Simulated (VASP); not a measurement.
# Ti (P6_3/mmc) in VASP: settings compared, part 2 of 2

VASP 6.6.1. The steps go on from the part before.

### 3 Electric field gradients, LDA

This run uses another cell than the first one, of 17.66 Å³/atom, 1.042 times its volume.

File INCAR:

```
ALGO = Normal
EDIFF = 1E-8
ENCUT = 520
GGA = CA
ISIF = 2
ISMEAR = -1
LASPH = True
LCHARG = False
LEFG = True
LREAL = False
LWAVE = False
NBANDS = 19
NELM = 60
PREC = Accurate
SIGMA = 0.08
```

File KPOINTS:

```
k-points
0
Gamma
  13 13 7
```

File POSCAR:

```
Ti
1.0
    2.9499978604      0.0000000000      0.0000000000
   -1.4749989302      2.5547730882      0.0000000000
    0.0000000000      0.0000000000      4.6860000000
Ti
2
Direct
    0.3333333333      0.6666666667      0.2500000000
    0.6666666667      0.3333333333      0.7500000000
```

Potentials or basis: VASP PAW LDA potentials, release 64 (Ti_sv).

The run is started by

```
$ cat potpaw_LDA.64/Ti_sv/POTCAR > POTCAR
$ mpirun -np 1 vasp_std > vasp.out
```

OUTCAR:

```text
EDIFF = 1E-8
   ENCUT = 520
   GGA = CA
   ISIF = 2
   ISMEAR = -1
   LASPH = True
   LREAL = False
   NELM = 60
   PREC = Accurate

 ion  position               nearest neighbor table
   1  0.333  0.667  0.250-   2 2.90   2 2.90   2 2.90   2 2.90   2 2.90   2 2.90
   2  0.667  0.333  0.750-   1 2.90   1 2.90   1 2.90   1 2.90   1 2.90   1 2.90

  LATTYP: Found a hexagonal cell.
 ALAT       =     2.9499978604
 C/A-ratio  =     1.5884757284

  Lattice vectors:

 A1 = (   2.9499978604,   0.0000000000,   0.0000000000)
 A2 = (  -1.4749989302,   2.5547730882,   0.0000000000)
 A3 = (   0.0000000000,   0.0000000000,   4.6860000000)

Analysis of symmetry for initial positions (statically):
=====================================================================
 Subroutine PRICEL returns:
 Original cell was already a primitive cell.

 Routine SETGRP: Setting up the symmetry group for a
 hexagonal supercell.

 Subroutine GETGRP returns: Found 24 space group operations
 (whereof 12 operations were pure point group operations)
 out of a pool of 24 trial point group operations.

The static configuration has the point symmetry D_3d.
 The point group associated with its full space group is D_6h.

Analysis of symmetry for dynamics (positions and initial velocities):
=====================================================================
 Subroutine PRICEL returns:
 Original cell was already a primitive cell.

 Routine SETGRP: Setting up the symmetry group for a
 hexagonal supercell.

 Subroutine GETGRP returns: Found 24 space group operations
 (whereof 12 operations were pure point group operations)
 out of a pool of 24 trial point group operations.

The dynamic configuration has the point symmetry D_3d.
 The point group associated with its full space group is D_6h.

 Subroutine INISYM returns: Found 24 space group operations
 (whereof 12 operations are pure point group operations),
 and found     1 'primitive' translations

----------------------------------------------------------------------------------------

                                     Primitive cell

  volume of cell :      35.3164

  direct lattice vectors                    reciprocal lattice vectors
     2.949997860  0.000000000  0.000000000     0.338983297  0.195712098  0.000000000
    -1.474998930  2.554773088  0.000000000     0.000000000  0.391424195  0.000000000
     0.000000000  0.000000000  4.686000000     0.000000000  0.000000000  0.213401622

  length of vectors
     2.949997860  2.949997860  4.686000000     0.391424195  0.391424195  0.213401622

  position of ions in fractional coordinates (direct lattice)
     0.333333333  0.666666667  0.250000000
     0.666666667  0.333333333  0.750000000

  ion indices of the primitive-cell ions
   primitive index   ion index
                 1           1
                 2           2

----------------------------------------------------------------------------------------

 KPOINTS: k-points

[... 67 lines left out ...]
   EDIFF  = 0.1E-07   stopping-criterion for ELM
   LREAL  =      F    real-space projection
   EDIFFG = 0.1E-06   stopping-criterion for IOM
   NSW    =      0    number of steps for IOM
   IBRION =     -1    ionic relax: 0-MD 1-quasi-New 2-CG
   NFREE  =      0    steps in history (QN), initial steepest desc. (CG)
   ISIF   =      2    stress and relaxation
   ISYM   =      2    0-nonsym 1-usesym 2-fastsym
   POTIM  = 0.5000    time-step for ionic-motion
   TEBEG  =    0.0;   TEEND  =   0.0 temperature during run
   PSTRESS=    0.0 pullay stress
   NELECT =      24.0000    total number of electrons
   NUPDOWN=      -1.0000    fix difference up-down
   EMIN   =  10.00;   EMAX   =-10.00  energy-range for DOS
   EFERMI =   0.00;   METHOD = LEGACY
   ISMEAR =    -1;   SIGMA  =   0.08  broadening in eV -4-tet -1-fermi 0-gaus
   EFERMI_NEDOS =   21; number of points for ismear=-14 and -15
   IALGO  =     38    algorithm
   IMIX   =      4    mixing-type and parameters
     AMIX     =   0.40;   BMIX     =  1.00
     AMIX_MAG =   1.60;   BMIX_MAG =  1.00
  volume/ion in A,a.u.               =      17.66       119.16
  Fermi-wavevector in a.u.,A,eV,Ry     =   1.439306  2.719894 28.185854  2.071602
  Thomas-Fermi vector in A             =   2.558176
   LORBIT       =      0    0 simple, 1 ext, 2 COOP (PROOUT), +10 PAW based schemes
   GGA     = CA    functional components
   LHFCALC =     F    Hartree Fock is set to
   AEXX    =    0.0000 exact exchange contribution
   IVDW    =     0    specifies the selected vdW correction
   LEPSILON=     F    determine dielectric tensor
   LRPA    =     F    only Hartree local field effects (RPA)
 non-spin polarized calculation
  energy-cutoff  :      520.00
  volume of cell :       35.32
 maximum number of plane-waves:       975
 NGX is ok and might be reduce to    24
   NGX = 11   NGY = 11   NGZ = 17

 number of electron      24.0000001 magnetization

 Free energy of the ion-electron system (eV)
  ---------------------------------------------------
  ext. energy  EPLUGINS =         0.00000000
  ---------------------------------------------------
  free energy    TOTEN  =       -17.01852096 eV

  energy without entropy =      -16.96759415  energy(sigma->0) =      -16.99305755

 E-fermi :   7.9008     XC(G=0): -11.7047

 val. band max:        7.8899680126   @ k =   0.2308   0.2308   0.4286
 cond. band min:       7.9031777363   @ k =   0.3846   0.2308   0.4286
 fundamental gap:      0.0132097238
 Fermi energy:         7.9008493823

 k-point     1 :       0.0000    0.0000    0.0000
  band No.  band energies     occupation
      1     -48.2672      2.00000
      2     -48.1332      2.00000
      3     -25.2259      2.00000
      4     -24.5997      2.00000
      5     -24.5997      2.00000
      6     -24.5353      2.00000
[... 505 lines left out ...]
      6     -24.6263      2.00000
[... 11 lines left out ...]
     18       9.6427      0.00000
     19      11.1079      0.00000

 [... further k-points ...]
[... 5 lines left out ...]
  --------------------------------------------------------------------------------------
  -------------------------------------------------------------------------------------
  Total       -2.1473969     -2.1473969     -2.2623227      0.0000000      0.0000000      0.0000000
  in kB      -97.4196535    -97.4196535   -102.6334237      0.0000000      0.0000000      0.0000000
  external PRESSURE =     -99.1575769 kB  Pullay stress =       0.0000000 kB

 VOLUME and BASIS-vectors are now :
 -----------------------------------------------------------------------------
  energy-cutoff  :      520.00
  volume of cell :       35.32
      direct lattice vectors                 reciprocal lattice vectors
     2.949997860  0.000000000  0.000000000     0.338983297  0.195712098  0.000000000
    -1.474998930  2.554773088  0.000000000     0.000000000  0.391424195  0.000000000
     0.000000000  0.000000000  4.686000000     0.000000000  0.000000000  0.213401622

 POSITION                                       TOTAL-FORCE (eV/Angst)
 -----------------------------------------------------------------------------------
     -0.00000      1.70318      1.17150        -0.000000      0.000000      0.000000
      1.47500      0.85159      3.51450         0.000000     -0.000000      0.000000
 -----------------------------------------------------------------------------------
    total drift:                               -0.000000      0.000000     -0.000000

  FREE ENERGIE OF THE ION-ELECTRON SYSTEM (eV)
  ---------------------------------------------------
  free  energy   TOTEN  =       -17.0185209570 eV

  energy  without entropy=      -16.9675941529  energy(sigma->0) =      -16.99305755

 Electric field gradients (V/A^2)
---------------------------------------------------------------------
 ion       V_xx      V_yy      V_zz      V_xy      V_xz      V_yz
---------------------------------------------------------------------
   1      -8.513    -8.513    17.026    -0.000     0.000    -0.000
   2      -8.513    -8.513    17.026    -0.000    -0.000     0.000
---------------------------------------------------------------------

 Electric field gradients after diagonalization (V/A^2)
 (convention: |V_zz| > |V_xx| > |V_yy|)
----------------------------------------------------------------------
 ion       V_xx      V_yy      V_zz     asymmetry (V_yy - V_xx)/ V_zz
----------------------------------------------------------------------
   1      -8.513    -8.513    17.026       0.000
   2      -8.513    -8.513    17.026       0.000
----------------------------------------------------------------------

           NMR quadrupolar parameters

 Cq : quadrupolar parameter    Cq=e*Q*V_zz/h
 eta: asymmetry parameters     (V_yy - V_xx)/ V_zz
 Q  : nuclear electric quadrupole moment in mb (millibarn)
----------------------------------------------------------------------
 ion       Cq(MHz)       eta       Q (mb)
----------------------------------------------------------------------
   1       0.041       0.000       1.000
   2       0.041       0.000       1.000
----------------------------------------------------------------------
```

OSZICAR:

```text
N       E                     dE             d eps       ncg     rms          rms(c)
DAV:   1     0.263057846967E+03    0.26306E+03   -0.13119E+04  3208   0.156E+03
DAV:   2     0.108228270988E+02   -0.25224E+03   -0.24827E+03  3273   0.441E+02
DAV:   3    -0.178867751591E+02   -0.28710E+02   -0.28338E+02  5915   0.123E+02
DAV:   4    -0.191772046122E+02   -0.12904E+01   -0.12882E+01  3743   0.265E+01
DAV:   5    -0.192375948053E+02   -0.60390E-01   -0.60384E-01  4729   0.411E+00    0.114E+01
DAV:   6    -0.170339702198E+02    0.22036E+01   -0.81964E+00  3736   0.276E+01    0.273E+00
DAV:   7    -0.170086558846E+02    0.25314E-01   -0.65088E-01  4709   0.536E+00    0.196E+00
DAV:   8    -0.170251486495E+02   -0.16493E-01   -0.18838E-01  3515   0.525E+00    0.651E-01
DAV:   9    -0.170180539029E+02    0.70947E-02   -0.39402E-02  3684   0.207E+00    0.727E-02
DAV:  10    -0.170184941735E+02   -0.44027E-03   -0.28836E-03  4586   0.303E-01    0.862E-02
DAV:  11    -0.170185306149E+02   -0.36441E-04   -0.13095E-04  3882   0.854E-02    0.414E-02
DAV:  12    -0.170185211540E+02    0.94610E-05   -0.34031E-05  3585   0.545E-02    0.585E-03
DAV:  13    -0.170185206735E+02    0.48050E-06   -0.26116E-06  3947   0.129E-02    0.279E-03
DAV:  14    -0.170185209470E+02   -0.27358E-06   -0.30424E-07  3395   0.452E-03    0.284E-04
DAV:  15    -0.170185209620E+02   -0.14977E-07   -0.48693E-08  3235   0.104E-03    0.137E-04
DAV:  16    -0.170185209570E+02    0.50618E-08   -0.14778E-09  1773   0.370E-04
   1 F= -.17018521E+02 E0= -.16993058E+02  d E =-.509268E-01
```

It took 66 s on 1 thread of Intel Xeon Platinum 8488C (Sapphire Rapids), shared host; peak memory 0.17 GiB.

What came out:

- Free energy: -17.0185 eV
- Pressure: -9.9 GPa
- Band gap on the k mesh: zero (band 12 reaches 8.66 eV, above the bottom of band 13 at 7.60 eV)

Stress tensor (GPa, compression positive):
```
 -9.74   0.00   0.00
  0.00  -9.74   0.00
  0.00   0.00 -10.26
```

Electric field gradients, principal values (V/Å²):
```csv
atom,least,middle,greatest (by size)
1 Ti,-8.513,-8.513,17.026
2 Ti,-8.513,-8.513,17.026
```

Caveat: without QUAD_EFG the Cq values of the log hold for a quadrupole moment of 1 mb, not for the nuclei.

### 4 Electric field gradients, PBEsol

This run uses another cell than the first one, of 17.66 Å³/atom, 1.042 times its volume.

File INCAR:

```
SYSTEM = Ti
  PREC = Accurate
  ENCUT = 520
  EDIFF = 1E-8
  ISMEAR = -1
  SIGMA = 0.08
  LREAL = .FALSE.
  LASPH = .TRUE.
  NELM = 60
  ALGO = Normal
  ISIF = 2
  LWAVE = .FALSE.
  LCHARG = .FALSE.
  GGA = PS
  LEFG = .TRUE.
  NBANDS = 19
```

File KPOINTS:

```
regular mesh
0
G
  13 13 7
  0 0 0
```

POSCAR is that of step 3.

Potentials or basis: VASP PAW PBE potentials, release 64 (Ti_sv).

The run is started by

```
$ cat potpaw_PBE.64/Ti_sv/POTCAR > POTCAR
$ mpirun -np 1 vasp_std > vasp.out
```

OUTCAR:

```text
SYSTEM = Ti
   PREC = Accurate
   ENCUT = 520
   EDIFF = 1E-8
   ISMEAR = -1
   LREAL = .FALSE.
   LASPH = .TRUE.
   NELM = 60
   ISIF = 2
   GGA = PS

 ion  position               nearest neighbor table
   1  0.333  0.667  0.250-   2 2.90   2 2.90   2 2.90   2 2.90   2 2.90   2 2.90
   2  0.667  0.333  0.750-   1 2.90   1 2.90   1 2.90   1 2.90   1 2.90   1 2.90

  LATTYP: Found a hexagonal cell.
 ALAT       =     2.9499978604
 C/A-ratio  =     1.5884757284

  Lattice vectors:

 A1 = (   2.9499978604,   0.0000000000,   0.0000000000)
 A2 = (  -1.4749989302,   2.5547730882,   0.0000000000)
[... 743 lines left out ...]
  free  energy   TOTEN  =       -16.6634139094 eV

  energy  without entropy=      -16.6141777897  energy(sigma->0) =      -16.63879585

 Electric field gradients (V/A^2)
---------------------------------------------------------------------
 ion       V_xx      V_yy      V_zz      V_xy      V_xz      V_yz
---------------------------------------------------------------------
   1      -8.284    -8.284    16.567    -0.000     0.000    -0.000
   2      -8.284    -8.284    16.567    -0.000    -0.000     0.000
---------------------------------------------------------------------

 Electric field gradients after diagonalization (V/A^2)
 (convention: |V_zz| > |V_xx| > |V_yy|)
----------------------------------------------------------------------
 ion       V_xx      V_yy      V_zz     asymmetry (V_yy - V_xx)/ V_zz
----------------------------------------------------------------------
   1      -8.284    -8.284    16.567       0.000
   2      -8.284    -8.284    16.567       0.000
----------------------------------------------------------------------

           NMR quadrupolar parameters

 Cq : quadrupolar parameter    Cq=e*Q*V_zz/h
 eta: asymmetry parameters     (V_yy - V_xx)/ V_zz
 Q  : nuclear electric quadrupole moment in mb (millibarn)
----------------------------------------------------------------------
 ion       Cq(MHz)       eta       Q (mb)
----------------------------------------------------------------------
   1       0.040       0.000       1.000
   2       0.040       0.000       1.000
----------------------------------------------------------------------
```

OSZICAR:

```text
N       E                     dE             d eps       ncg     rms          rms(c)
DAV:   1     0.264317367504E+03    0.26432E+03   -0.13094E+04  3208   0.156E+03
DAV:   2     0.114135883744E+02   -0.25290E+03   -0.24890E+03  3273   0.442E+02
DAV:   3    -0.177285983220E+02   -0.29142E+02   -0.28766E+02  5936   0.124E+02
DAV:   4    -0.190181947823E+02   -0.12896E+01   -0.12876E+01  3727   0.267E+01
DAV:   5    -0.190807359543E+02   -0.62541E-01   -0.62532E-01  4753   0.421E+00    0.122E+01
DAV:   6    -0.166761160320E+02    0.24046E+01   -0.86923E+00  3734   0.292E+01    0.285E+00
DAV:   7    -0.166491146355E+02    0.27001E-01   -0.78477E-01  4799   0.621E+00    0.207E+00
DAV:   8    -0.166706632108E+02   -0.21549E-01   -0.20025E-01  3486   0.525E+00    0.677E-01
DAV:   9    -0.166629035944E+02    0.77596E-02   -0.46159E-02  3632   0.212E+00    0.720E-02
DAV:  10    -0.166633585820E+02   -0.45499E-03   -0.33122E-03  4749   0.327E-01    0.887E-02
DAV:  11    -0.166634220355E+02   -0.63453E-04   -0.13712E-04  3642   0.799E-02    0.402E-02
DAV:  12    -0.166634138109E+02    0.82246E-05   -0.35391E-05  3641   0.505E-02    0.938E-03
DAV:  13    -0.166634138542E+02   -0.43301E-07   -0.24101E-06  3756   0.140E-02    0.102E-03
DAV:  14    -0.166634139097E+02   -0.55501E-07   -0.17948E-07  4661   0.211E-03    0.111E-03
DAV:  15    -0.166634138727E+02    0.36942E-07   -0.41983E-08  3198   0.163E-03    0.180E-04
DAV:  16    -0.166634139165E+02   -0.43756E-07   -0.31687E-09  1776   0.391E-04    0.741E-05
DAV:  17    -0.166634139094E+02    0.70922E-08   -0.79747E-10  1734   0.202E-04
   1 F= -.16663414E+02 E0= -.16638796E+02  d E =-.492361E-01
```

stdout:

```text
POSCAR found type information on POSCAR Ti
 POSCAR found :  1 types and       2 ions
 scaLAPACK will be used
 -----------------------------------------------------------------------------
|                                                                             |
|                                                                             |
|     You enforced a specific xc type in the INCAR file but a different       |
|     I HOPE YOU KNOW WHAT YOU ARE DOING!                                     |
|                                                                             |
 -----------------------------------------------------------------------------

 LDA part: xc-table for (Slater+PW92), standard interpolation
 POSCAR, INCAR and KPOINTS ok, starting setup
 FFT: planning ... GRIDC
 FFT: planning ... GRID_SOFT
 FFT: planning ... GRID
 WAVECAR not read
 entering main loop
ion   1

ion   2
```

It took 76 s on 1 thread of Intel Xeon Platinum 8488C (Sapphire Rapids), shared host; peak memory 0.18 GiB.

Results:

| Property | Result |
| --- | --- |
| Free energy | -16.6634 eV |
| Pressure | -6.0 GPa |
| Band gap on the k mesh | zero (band 12 reaches 8.80 eV, above the bottom of band 13 at 7.71 eV) |

Stress tensor (GPa, compression positive):
```
-5.85  0.00  0.00
 0.00 -5.85  0.00
 0.00  0.00 -6.34
```

Electric field gradients, principal values (V/Å²):
```
atom   least  middle  greatest (by size)
1 Ti  -8.284  -8.284              16.567
2 Ti  -8.284  -8.284              16.567
```

Caveat: without QUAD_EFG the Cq values of the log hold for a quadrupole moment of 1 mb, not for the nuclei; the PAW data sets were made with another functional, which shifts forces and pressure a little.

### 5 Summary

| level | potentials or basis | cell | gap on the mesh (eV) | pressure (GPa) |
| --- | --- | --- | --- | --- |
| PBEsol | VASP PAW PBE potentials, release 64 (Ti_sv) | a = 2.910, b = 2.910, c = 4.623 Å, angles 90.0, 90.0, 120.0°, 2 atoms | none | -1.8 |
| LDA | VASP PAW LDA potentials, release 64 (Ti_sv) | a = 2.950, b = 2.950, c = 4.686 Å, angles 90.0, 90.0, 120.0°, 2 atoms | none | -9.9 |
| PBEsol | VASP PAW PBE potentials, release 64 (Ti_sv) | a = 2.950, b = 2.950, c = 4.686 Å, angles 90.0, 90.0, 120.0°, 2 atoms | none | -6.0 |

Alike in all rows: task electric field gradients; no spin polarisation; k mesh 13 × 13 × 7; cutoff (eV) 520; smearing fermi-dirac 0.08 eV.

Caveats: the PAW data sets were made with another functional, which shifts forces and pressure a little (some runs).

Absolute energies hang on the potentials; compare differences alone.
